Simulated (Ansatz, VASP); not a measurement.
One calculation of BaTiO3, two programs

Contents of POSCAR:

```
BaTiO3
1.0
   -3.9738270100      0.0000000000      0.0000000000
    0.0000000000     -2.8308578600      2.8408852200
    0.0000000000      5.6617157100      5.6817704300
Ba Ti O
2 2 6
Direct
    0.0000000000      0.0000000000      0.0000000000
    0.0000000000      0.0000000000      0.5000000000
    0.5000000000      0.5170000000      0.2585000000
    0.5000000000      0.5170000000      0.7585000000
    0.0000000000      0.4890000000      0.2445000000
    0.0000000000      0.4890000000      0.7445000000
    0.5000000000      0.9923300000      0.2522650000
    0.5000000000      0.9923300000      0.7522650000
    0.5000000000      0.5045300000      0.4961650000
    0.5000000000      0.5045300000      0.9961650000
```

The input INCAR.step1:

```
SYSTEM = BaTiO3
  PREC = Accurate
  ENCUT = 520
  ISMEAR = -1
  SIGMA = 0.1
  LREAL = .FALSE.
  LASPH = .TRUE.
  NELM = 100
  NBANDS = 51
  GGA = PE
  ALGO = Normal
  EDIFF = 1E-4
  LWAVE = .TRUE.
  LCHARG = .FALSE.
```

The input INCAR.step2:

```
SYSTEM = BaTiO3
  PREC = Accurate
  ENCUT = 520
  EDIFF = 1E-6
  ISMEAR = -1
  SIGMA = 0.1
  LREAL = .FALSE.
  LASPH = .TRUE.
  NELM = 100
  ALGO = Normal
  ISIF = 2
  LWAVE = .FALSE.
  LCHARG = .FALSE.
  METAGGA = R2SCAN
  LMIXTAU = .TRUE.
  NBANDS = 51
  ISTART = 1
```

KPOINTS

```
regular mesh
0
G
  7 6 3
  0 0 0
```

Input for Ansatz:

```yaml
crystal:
  lattice:
    - [-3.97382701, 0.0, 0.0]
    - [0.0, -2.83085786, 2.84088522]
    - [0.0, 5.66171571, 5.68177043]
  atoms:
    - { symbol: Ba, position: [0.0, 0.0, 0.0] }
    - { symbol: Ba, position: [0.0, 0.0, 0.5] }
    - { symbol: Ti, position: [0.5, 0.517, 0.2585] }
    - { symbol: Ti, position: [0.5, 0.517, 0.7585] }
    - { symbol: O, position: [0.0, 0.489, 0.2445] }
    - { symbol: O, position: [0.0, 0.489, 0.7445] }
    - { symbol: O, position: [0.5, 0.99233, 0.252265] }
    - { symbol: O, position: [0.5, 0.99233, 0.752265] }
    - { symbol: O, position: [0.5, 0.50453, 0.496165] }
    - { symbol: O, position: [0.5, 0.50453, 0.996165] }
  symmetry: { tolerance: 0.0003 }
kpoints:
  mp_grid: { grid: [7, 6, 3], shift: [0, 0, 0] }
  band_path:
    path:
      - [0.0, 0.0, 0.0]
      - [0.0, -0.5, -1.0]
      - [0.0, -0.49823828, -1.00352343]
      - [0.0, 0.49823829, -0.99647657]
      - [0.0, 0.0, 0.0]
      - [-0.5, 0.0, 0.0]
      - [-0.5, 0.49823829, -0.99647657]
      - [-0.5, -0.49823828, -1.00352343]
      - [-0.5, -0.5, -1.0]
      - [0.0, -0.5, -1.0]
      - [0.0, 0.0, 0.0]
    npoints: 6
magnetization:
  spin_polarized: false
scf:
  occupations: { method: fermi_dirac }
  lower_state_search: "off"
  max_iter: 200
hamiltonian:
  pseudopotentials: { kind: paw }
  xc: r2scan
basis:
  ecutwfc: 500
  fft_grid_basis: typed
output:
  forces: true
  stress: true
  eigenvalues: true
  populations: true
  elf: true
  write_potential: true
  volumetric_format: npy
  dos:
    e_range: [-12, 8]
    de: 0.05
    projected: { site_lists: { Ba: [Ba], O: [O], Ti: [Ti] } }
checkpoint:
  read: saved_state
```

Alike in both runs: task single point; functional r2SCAN; k mesh 7 × 6 × 3; no spin polarisation.

|  | VASP | Ansatz |
| --- | --- | --- |
| version | VASP 6.6.1 | Ansatz 0.2.0 |
| potentials or method | VASP PAW PBE potentials, release 64 (Ba_sv, Ti_sv, O), cutoff 520 eV | PAW plane waves |
| occupations | fermi-dirac, width 0.1 eV | fermi-dirac |
| valence electrons in the cell | 80 | 80 |

|  | VASP | Ansatz | Ansatz less VASP |
| --- | --- | --- | --- |
| pressure (GPa) | 2.6 | 0.6 | -2.03 |
| traceless stress, the component that is largest in VASP (GPa) | -0.32 | -0.32 | -0.001 |
| rms of the force components (eV/Å) | 0.133 | 0.146 | +0.0139 |

VASP's potentials were made for PBE, not for r2SCAN. Atom by atom the forces differ by 0.041 eV/Å (rms over components).

Spin-orbit coupling is off throughout.
